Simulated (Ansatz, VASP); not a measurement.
Si4HO8 in VASP and in Ansatz

```
Si O H
1.0
    10.64000    0.00000    0.00000
    -2.66000    4.60726    0.00000
     0.00000    0.00000   18.00000
Si O H
8 16 2
Direct
  0.16760 0.67446 0.64862
  0.16943 0.67045 0.40546
  0.33274 0.33513 0.58943
  0.33356 0.33554 0.40922
  0.66858 0.67405 0.58873
  0.66951 0.67386 0.41089
  0.83714 0.34266 0.58986
  0.83788 0.34247 0.41095
  0.17104 0.67211 0.49490
  0.32471 0.33586 0.49949
  0.25152 0.01273 0.62317
  0.25225 0.00626 0.37822
  0.99811 0.50407 0.62474
  0.00161 0.50729 0.37807
  0.25117 0.50912 0.61588
  0.25317 0.50324 0.37692
  0.66957 0.67476 0.49988
  0.84306 0.34766 0.50050
  0.75085 0.00689 0.61748
  0.75224 0.00775 0.38283
  0.50066 0.50572 0.61583
  0.50201 0.50377 0.38364
  0.75089 0.50580 0.61743
  0.75279 0.50676 0.38286
  0.21514 0.57012 0.51920
  0.17444 0.66827 0.73037
```

Alike in both runs: functional LDA; k mesh 2 × 4 × 1; no spin polarisation.

Ansatz relaxed the structure, and its values are those at the end. VASP's run is a single point on that final structure, the one shown.

|  | VASP | Ansatz |
| --- | --- | --- |
| version | VASP 6.6.1 | Ansatz 0.2.0 |
| potentials or method | VASP PAW LDA potentials, release 64 (Si, O, H) | scalar-relativistic, plane waves, PAW |
| plane-wave cutoff (eV) | 520 | 420 |
| occupations | gaussian, width 0.01 eV | fixed |
| valence electrons in the cell | 130 | 130 |

```tsv
	VASP	Ansatz	Ansatz less VASP
gap on the k mesh at the Fermi level (eV)	5.55	5.56	+0.007
least direct gap on the mesh (eV)	5.55	5.56	+0.007
rms of the force components (eV/Å)	0.033	0.002	-0.0315
```

LDA's correlation is that of Perdew and Zunger in VASP and of Perdew and Wang (1992) in Ansatz. Ansatz's warnings: xc potential rough in thin density.
